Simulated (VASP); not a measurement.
# ReS (Fm-3m) in VASP: further runs

Runs on ReS. Level: PBE. Tasks: single point, relaxation of cell and atoms.

Program: VASP 6.6.1. These are calculated values, not measurements. Logs are shortened: lines on timing, memory, paths and dates and some standing lists are left out, and cuts for length are marked.

### 1 The cell of the first run

The structure is cubic, space group Fm-3m (No. 225). The conventional cell has a = 4.926 Å, b = 4.926 Å, c = 4.926 Å, α = 90.00°, β = 90.00°, γ = 90.00°. Within 3.3 Å of Re (site symmetry m-3m) lie 6 S at 2.46 Å. S (site symmetry m-3m) has 6 Re at 2.46 Å within 3.3 Å.

### 2 Single point, PBE

File INCAR:

```
SYSTEM = ReS
PREC = Accurate ; ENCUT = 520
EDIFF = 1E-6 ; ISMEAR = 0
SIGMA = 0.1 ; LREAL = .FALSE.
LASPH = .TRUE. ; NELM = 60
ALGO = Normal ; ISIF = 2
LWAVE = .FALSE. ; LCHARG = .FALSE.
GGA = PE ; NBANDS = 14
```

File KPOINTS:

```
regular mesh
0
G
  8 8 8
  0 0 0
```

File POSCAR:

```
ReS
1.0
    0.0000000000      2.4629411560      2.4629411560
    2.4629411560      0.0000000000      2.4629411560
    2.4629411560      2.4629411560      0.0000000000
Re S
1 1
Direct
    0.0000000000      0.0000000000      0.0000000000
    0.5000000000      0.5000000000      0.5000000000
```

Potentials or basis: VASP PAW PBE potentials, release 64 (Re, S).

Run with:

```bash
> cat potpaw_PBE.64/Re/POTCAR potpaw_PBE.64/S/POTCAR > POTCAR
> mpirun -np 1 vasp_std > vasp.out
```

OUTCAR:

```text
SYSTEM = ReS
   PREC = Accurate
   ENCUT = 520
   EDIFF = 1E-6
   ISMEAR = 0
   LREAL = .FALSE.
   LASPH = .TRUE.
   NELM = 60
   ISIF = 2
   GGA = PE

 ion  position               nearest neighbor table
   1  0.000  0.000  0.000-   2 2.46   2 2.46   2 2.46   2 2.46   2 2.46   2 2.46
   2  0.500  0.500  0.500-   1 2.46   1 2.46   1 2.46   1 2.46   1 2.46   1 2.46

  LATTYP: Found a face centered cubic cell.
 ALAT       =     4.9258823120

  Lattice vectors:

 A1 = (   0.0000000000,   2.4629411560,   2.4629411560)
 A2 = (   2.4629411560,   0.0000000000,   2.4629411560)
 A3 = (   2.4629411560,   2.4629411560,   0.0000000000)

Analysis of symmetry for initial positions (statically):
=====================================================================
 Subroutine PRICEL returns:
 Original cell was already a primitive cell.

 Routine SETGRP: Setting up the symmetry group for a
 face centered cubic supercell.

 Subroutine GETGRP returns: Found 48 space group operations
 (whereof 48 operations were pure point group operations)
 out of a pool of 48 trial point group operations.

The static configuration has the point symmetry O_h .

Analysis of symmetry for dynamics (positions and initial velocities):
=====================================================================
 Subroutine PRICEL returns:
 Original cell was already a primitive cell.

 Routine SETGRP: Setting up the symmetry group for a
 face centered cubic supercell.

 Subroutine GETGRP returns: Found 48 space group operations
 (whereof 48 operations were pure point group operations)
 out of a pool of 48 trial point group operations.

The dynamic configuration has the point symmetry O_h .

 Subroutine INISYM returns: Found 48 space group operations
 (whereof 48 operations are pure point group operations),
 and found     1 'primitive' translations

----------------------------------------------------------------------------------------

                                     Primitive cell

  volume of cell :      29.8808

  direct lattice vectors                    reciprocal lattice vectors
     0.000000000  2.462941156  2.462941156    -0.203009316  0.203009316  0.203009316
     2.462941156  0.000000000  2.462941156     0.203009316 -0.203009316  0.203009316
     2.462941156  2.462941156  0.000000000     0.203009316  0.203009316 -0.203009316

  length of vectors
     3.483124786  3.483124786  3.483124786     0.351622450  0.351622450  0.351622450

  position of ions in fractional coordinates (direct lattice)
[... 85 lines left out ...]
   ISIF   =      2    stress and relaxation
   ISYM   =      2    0-nonsym 1-usesym 2-fastsym
   POTIM  = 0.5000    time-step for ionic-motion
   TEBEG  =    0.0;   TEEND  =   0.0 temperature during run
   PSTRESS=    0.0 pullay stress
   NELECT =      13.0000    total number of electrons
   NUPDOWN=      -1.0000    fix difference up-down
   EMIN   =  10.00;   EMAX   =-10.00  energy-range for DOS
   EFERMI =   0.00;   METHOD = LEGACY
   ISMEAR =     0;   SIGMA  =   0.10  broadening in eV -4-tet -1-fermi 0-gaus
   EFERMI_NEDOS =   21; number of points for ismear=-14 and -15
   IALGO  =     38    algorithm
   IMIX   =      4    mixing-type and parameters
     AMIX     =   0.40;   BMIX     =  1.00
     AMIX_MAG =   1.60;   BMIX_MAG =  1.00
  volume/ion in A,a.u.               =      14.94       100.82
  Fermi-wavevector in a.u.,A,eV,Ry     =   1.240486  2.344179 20.936725  1.538806
  Thomas-Fermi vector in A             =   2.374925
   LORBIT       =      0    0 simple, 1 ext, 2 COOP (PROOUT), +10 PAW based schemes
   GGA     = PE    functional components
   LHFCALC =     F    Hartree Fock is set to
   AEXX    =    0.0000 exact exchange contribution
   IVDW    =     0    specifies the selected vdW correction
   LEPSILON=     F    determine dielectric tensor
   LRPA    =     F    only Hartree local field effects (RPA)
 non-spin polarized calculation
 Gauss-broadening in eV      SIGMA  =   0.10
  energy-cutoff  :      520.00
  volume of cell :       29.88
 maximum number of plane-waves:       821
 NGX is ok and might be reduce to    28
   NGX = 13   NGY = 13   NGZ = 13

 number of electron      13.0000000 magnetization

 Free energy of the ion-electron system (eV)
  ---------------------------------------------------
  ext. energy  EPLUGINS =         0.00000000
  ---------------------------------------------------
  free energy    TOTEN  =       -14.50688204 eV

  energy without entropy =      -14.48366857  energy(sigma->0) =      -14.49527531

 E-fermi :   9.1160     XC(G=0): -12.4163

 val. band max:        9.0982811822   @ k =   0.3750   0.2500   0.1250
 cond. band min:       9.1249556463   @ k =   0.2500   0.1250   0.0000
 fundamental gap:      0.0266744640
 Fermi energy:         9.1160405880

 k-point     1 :       0.0000    0.0000    0.0000
  band No.  band energies     occupation
      1      -7.8984      2.00000
      2       6.0301      2.00000
      3       6.0301      2.00000
      4       6.0301      2.00000
      5       6.2475      2.00000
      6       6.2475      2.00000
      7       6.2475      2.00000
      8       6.6407      2.00000
      9       6.6407      2.00000
     10      11.5135      0.00000
     11      18.1232      0.00000
     12      22.0792      0.00000
     13      22.0792      0.00000
     14      22.0792      0.00000
[... 377 lines left out ...]
      1      -5.7889      2.00000
      2       0.4320      2.00000
      3       2.3282      2.00000
      4       2.6156      2.00000
      5       8.1621      2.00000
      6       8.2679      2.00000
      7       9.2148      0.16244
      8      11.4840      0.00000
      9      11.5188      0.00000
     10      14.3027      0.00000
     11      16.3125      0.00000
     12      17.7612      0.00000
     13      18.0533      0.00000
     14      21.3499      0.00000

 [... further k-points ...]
[... 5 lines left out ...]
  --------------------------------------------------------------------------------------
  -------------------------------------------------------------------------------------
  Total        0.1491906      0.1491906      0.1491906     -0.0000000     -0.0000000      0.0000000
  in kB        7.9994489      7.9994489      7.9994489     -0.0000000     -0.0000000      0.0000000
  external PRESSURE =       7.9994489 kB  Pullay stress =       0.0000000 kB

 VOLUME and BASIS-vectors are now :
 -----------------------------------------------------------------------------
  energy-cutoff  :      520.00
  volume of cell :       29.88
      direct lattice vectors                 reciprocal lattice vectors
     0.000000000  2.462941156  2.462941156    -0.203009316  0.203009316  0.203009316
     2.462941156  0.000000000  2.462941156     0.203009316 -0.203009316  0.203009316
     2.462941156  2.462941156  0.000000000     0.203009316  0.203009316 -0.203009316

 POSITION                                       TOTAL-FORCE (eV/Angst)
 -----------------------------------------------------------------------------------
      0.00000      0.00000      0.00000        -0.000000     -0.000000     -0.000000
      2.46294      2.46294      2.46294         0.000000      0.000000      0.000000
 -----------------------------------------------------------------------------------
    total drift:                                0.000000      0.000000      0.000000

  FREE ENERGIE OF THE ION-ELECTRON SYSTEM (eV)
  ---------------------------------------------------
  free  energy   TOTEN  =       -14.5068820442 eV

  energy  without entropy=      -14.4836685709  energy(sigma->0) =      -14.49527531
```

OSZICAR:

```text
N       E                     dE             d eps       ncg     rms          rms(c)
DAV:   1     0.385871657590E+02    0.38587E+02   -0.60305E+03  1296   0.973E+02
DAV:   2    -0.134169481474E+02   -0.52004E+02   -0.47642E+02  1380   0.229E+02
DAV:   3    -0.150979540070E+02   -0.16810E+01   -0.16730E+01  1216   0.446E+01
DAV:   4    -0.151063904509E+02   -0.84364E-02   -0.84310E-02  1046   0.226E+00
DAV:   5    -0.151066447243E+02   -0.25427E-03   -0.25425E-03  1300   0.387E-01    0.270E+01
DAV:   6    -0.145432741250E+02    0.56337E+00   -0.16197E+00  1384   0.308E+01    0.108E+01
DAV:   7    -0.145150433416E+02    0.28231E-01   -0.10810E-01  1308   0.554E+00    0.596E+00
DAV:   8    -0.145069827151E+02    0.80606E-02   -0.21224E-02  1356   0.281E+00    0.483E-01
DAV:   9    -0.145068681742E+02    0.11454E-03   -0.68680E-04  1308   0.330E-01    0.313E-01
DAV:  10    -0.145068925530E+02   -0.24379E-04   -0.16756E-04  1332   0.212E-01    0.176E-02
DAV:  11    -0.145068828239E+02    0.97291E-05   -0.12145E-05  1284   0.993E-02    0.123E-02
DAV:  12    -0.145068820442E+02    0.77965E-06   -0.63726E-07   538   0.100E-02
   1 F= -.14506882E+02 E0= -.14495275E+02  d E =-.232135E-01
```

Wall time 6.8 s (1 thread of Intel Xeon 6975P-C (Granite Rapids), shared host); peak memory 0.15 GiB.

What came out:

```
Free energy : -14.5069 eV
Pressure    : 0.8 GPa
```

Levels at points of the mesh, in eV from the Fermi level:
```
           k point  band 4  band 5  band 6  band 7  band 8  band 9
(0.00, 0.00, 0.00)   -3.09   -2.87   -2.87   -2.87   -2.48   -2.48
(0.50, 0.00, 0.00)   -6.78   -0.32   -0.32    0.23    2.37    5.22
(0.50, 0.50, 0.00)   -4.63   -4.63   -1.38    0.35    0.45    0.45
```

Caveat: spin-orbit coupling is left out, which moves the levels of the heavy elements.

### 3 Relaxation of cell and atoms, PBE

This run uses another cell than the first one, of 13.26 Å³/atom, 0.888 times its volume.

File INCAR:

```
SYSTEM = ReS
PREC     = Accurate       ! precision mode
ENCUT    = 600            ! plane-wave cutoff, eV
EDIFF    = 1E-6           ! SCF threshold, eV
ISMEAR   = 0              ! smearing method
SIGMA    = 0.1            ! smearing width, eV
LREAL    = .FALSE.        ! projectors in reciprocal space
LASPH    = .TRUE.         ! aspherical terms in the spheres
NELM     = 60             ! most SCF steps
ALGO     = Normal         ! electronic algorithm
ISIF     = 3              ! what is computed and relaxed
LWAVE    = .FALSE.        ! write WAVECAR
LCHARG   = .FALSE.        ! write CHGCAR
GGA      = PE             ! functional
IBRION   = 2              ! ionic algorithm
NSW      = 100            ! ionic steps
EDIFFG   = -0.05          ! ionic threshold
```

KPOINTS is that of step 2.

File POSCAR:

```
ReS
1.0
    0.0000000000      2.3669614094      2.3669614094
    2.3669614094      0.0000000000      2.3669614094
    2.3669614094      2.3669614094      0.0000000000
Re S
1 1
Direct
    0.0000000000      0.0000000000      0.0000000000
    0.5000000000      0.5000000000      0.5000000000
```

Potentials or basis: VASP PAW PBE potentials, release 64 (Re, S).

Run with:

```bash
> cat potpaw_PBE.64/Re/POTCAR potpaw_PBE.64/S/POTCAR > POTCAR
> mpirun -np 1 vasp_std > vasp.out
```

Wall time 17 s (1 thread of Intel Xeon 6975P-C (Granite Rapids), shared host); peak memory 0.17 GiB.

Results (log left out):

| Item | Value |
| --- | --- |
| Free energy | -14.5070 eV |
| Relaxed volume | 15.03 Å³/atom |
| Relaxed cell | a = 3.490 Å, b = 3.490 Å, c = 3.490 Å, α = 60.00°, β = 60.00°, γ = 60.00° |
| Space group after relaxing (to 0.05 Å) | Fm-3m (No. 225) |
| Energy gained by relaxing | 161.4 meV/atom |
| Ionic steps | 4 |
| Pressure after relaxing | -0.4 GPa |

The path:
```tsv
step	energy change (eV)	largest force (eV/Å)	pressure (GPa)	volume (Å³)
1	0.0000	0.0000	33.54	26.52
2	0.6241	0.0000	-27.08	38.67
3	-0.3207	0.0000	-2.10	30.32
4	-0.3227	0.0000	-0.37	30.06
```

Final structure:
```
CELL_PARAMETERS angstrom
0.00000 2.46783 2.46783
2.46783 0.00000 2.46783
2.46783 2.46783 0.00000
ATOMIC_POSITIONS crystal
Re 0.00000 0.00000 0.00000
S 0.50000 0.50000 0.50000
```

Levels at points of the mesh, in eV from the Fermi level:
```csv
k point,band 2,band 3,band 4,band 5,band 6,band 7,band 8,band 9,band 10
"(0.00, 0.00, 0.00)",-3.08,-3.08,-3.08,-2.84,-2.84,-2.84,-2.45,-2.45,2.35
"(0.50, 0.00, 0.00)",-9.49,-6.73,-6.73,-0.32,-0.32,0.23,2.38,5.17,5.17
"(0.50, 0.50, 0.00)",-7.20,-4.73,-4.61,-4.61,-1.36,0.35,0.45,0.45,2.42
```

Caveat: spin-orbit coupling is left out, which moves the levels of the heavy elements.

### 4 Single point, PBE, collinear spin, ferromagnetic start

This run uses another cell than the first one, of 11.93 Å³/atom, 0.799 times its volume.

File INCAR:

```
SYSTEM = ReS
PREC = Accurate
ENCUT = 520
EDIFF = 1E-6
ISMEAR = 0
SIGMA = 0.1
LREAL = .False.
LASPH = .True.
NELM = 150
ALGO = Normal
ISIF = 2
LWAVE = .False.
LCHARG = .False.
ISPIN = 2
MAGMOM = 3.5 0
LORBIT = 11
LMAXMIX = 4
GGA = PE
NBANDS = 18
```

File KPOINTS:

```
Automatic mesh
0
Gamma
  14 14 14
  0 0 0
```

File POSCAR:

```
ReS
1.0
    0.0000000000      2.2852400464      2.2852400464
    2.2852400464      0.0000000000      2.2852400464
    2.2852400464      2.2852400464      0.0000000000
Re S
1 1
Direct
    0.0000000000      0.0000000000      0.0000000000
    0.5000000000      0.5000000000      0.5000000000
```

Run with:

```bash
> cat potpaw_PBE.64/Re/POTCAR potpaw_PBE.64/S/POTCAR > POTCAR
> mpirun -np 1 vasp_std > vasp.out
```

Wall time 26 s (1 thread of Intel Xeon 6975P-C (Granite Rapids), shared host); peak memory 0.2 GiB.

It converged, with:

```yaml
Free_energy: -13.2654 eV
Pressure: 80.2 GPa
Net_moment: 0.00 μB per cell
Valence_electrons_inside_the_program's_atomic_spheres: Re 6.61; S 3.83
```

Levels at points of the mesh, in eV from the Fermi level:
Spin up:
| k point | band 4 | band 5 | band 6 | band 7 | band 8 | band 9 |
| --- | --- | --- | --- | --- | --- | --- |
| (0.00, 0.00, 0.00) | -4.23 | -3.57 | -3.57 | -3.35 | -3.35 | -3.35 |
| (0.50, 0.00, 0.00) | -8.46 | -0.47 | -0.47 | 0.48 | 1.98 | 6.08 |
| (0.50, 0.50, 0.00) | -5.21 | -5.21 | -2.03 | 0.65 | 0.65 | 0.65 |
Spin down:
```tsv
k point	band 2	band 3	band 4	band 5	band 6	band 7	band 8	band 9	band 10	band 11
(0.00, 0.00, 0.00)	-4.23	-4.23	-4.23	-3.57	-3.57	-3.35	-3.35	-3.35	4.74	8.45
(0.50, 0.00, 0.00)	-11.66	-8.46	-8.46	-0.47	-0.47	0.48	1.98	6.08	6.08	7.37
(0.50, 0.50, 0.00)	-8.44	-6.82	-5.21	-5.21	-2.03	0.65	0.65	0.65	4.50	12.55
```

Caveat: spin-orbit coupling is left out, which moves the levels of the heavy elements.

### 5 Single point, PBE, collinear spin, ferromagnetic start

This run uses another cell than the first one, of 12.83 Å³/atom, 0.859 times its volume.

File INCAR:

```
PREC     = Accurate       # precision mode
ENCUT    = 520            # plane-wave cutoff, eV
EDIFF    = 1E-6           # SCF threshold, eV
ISMEAR   = 0              # smearing method
SIGMA    = 0.1            # smearing width, eV
LREAL    = False          # projectors in reciprocal space
LASPH    = True           # aspherical terms in the spheres
NELM     = 150            # most SCF steps
ALGO     = Normal         # electronic algorithm
ISIF     = 2              # what is computed and relaxed
LWAVE    = False          # write WAVECAR
LCHARG   = False          # write CHGCAR
ISPIN    = 2              # spin polarisation
MAGMOM   = 3.5 0          # initial moments
LORBIT   = 11             # projections on sites
LMAXMIX  = 4              # l up to which the mixer works
GGA      = PE             # functional
NBANDS   = 18             # bands
```

File KPOINTS:

```
Automatic mesh
0
Gamma
  14 14 14
```

File POSCAR:

```
ReS
1.0
    0.0000000000      2.3409994631      2.3409994631
    2.3409994631      0.0000000000      2.3409994631
    2.3409994631      2.3409994631      0.0000000000
Re S
1 1
Direct
    0.0000000000      0.0000000000      0.0000000000
    0.5000000000      0.5000000000      0.5000000000
```

Run with:

```bash
> cat potpaw_PBE.64/Re/POTCAR potpaw_PBE.64/S/POTCAR > POTCAR
> mpirun -np 1 vasp_std > vasp.out
```

Wall time 64 s (1 thread of Intel Xeon 6975P-C (Granite Rapids), shared host); peak memory 0.23 GiB.

The run converged. Its results:

```
Free energy                                           : -13.9608 eV
Pressure                                              : 46.1 GPa
Net moment                                            : 0.00 μB per cell
Valence electrons inside the program's atomic spheres : Re 6.32; S 3.76
```

Levels at points of the mesh, in eV from the Fermi level:
Spin up:
| k point | band 3 | band 4 | band 5 | band 6 | band 7 | band 8 | band 9 | band 10 |
| --- | --- | --- | --- | --- | --- | --- | --- | --- |
| (0.00, 0.00, 0.00) | -3.73 | -3.73 | -3.25 | -3.25 | -3.25 | -3.17 | -3.17 | 3.94 |
| (0.50, 0.00, 0.00) | -7.86 | -7.86 | -0.40 | -0.40 | 0.40 | 2.15 | 6.08 | 6.08 |
| (0.50, 0.50, 0.00) | -6.08 | -5.02 | -5.02 | -1.78 | 0.55 | 0.59 | 0.59 | 3.77 |
Spin down:
```
           k point  band 4  band 5  band 6  band 7  band 8  band 9
(0.00, 0.00, 0.00)   -3.72   -3.25   -3.25   -3.25   -3.17   -3.17
(0.50, 0.00, 0.00)   -7.86   -0.40   -0.40    0.40    2.15    6.08
(0.50, 0.50, 0.00)   -5.02   -5.02   -1.78    0.56    0.60    0.60
```

Caveat: spin-orbit coupling is left out, which moves the levels of the heavy elements.

### 6 The runs side by side

```csv
task,spin,cell,k mesh,cutoff (eV),gap on the mesh (eV),pressure (GPa),moment (μB)
single point,off,"a = 3.483 Å, angles 60.0°, 2 atoms",8 × 8 × 8,520,none,0.8,-
relaxation of cell and atoms,off,"relaxed from a = 3.347 Å, angles 60.0°, 2 atoms",8 × 8 × 8,600,none,-0.4,-
single point,"collinear, ferromagnetic start","a = 3.232 Å, angles 60.0°, 2 atoms",14 × 14 × 14,520,none,80.2,0.00
single point,"collinear, ferromagnetic start","a = 3.311 Å, angles 60.0°, 2 atoms",14 × 14 × 14,520,none,46.1,0.00
```

Alike in all rows: level PBE; potentials or basis VASP PAW PBE potentials, release 64 (Re, S); smearing gaussian 0.1 eV.

Caveats: spin-orbit coupling is left out, which moves the levels of the heavy elements.

Total energies depend on the potentials used, so only differences within one code and one set of settings carry meaning.
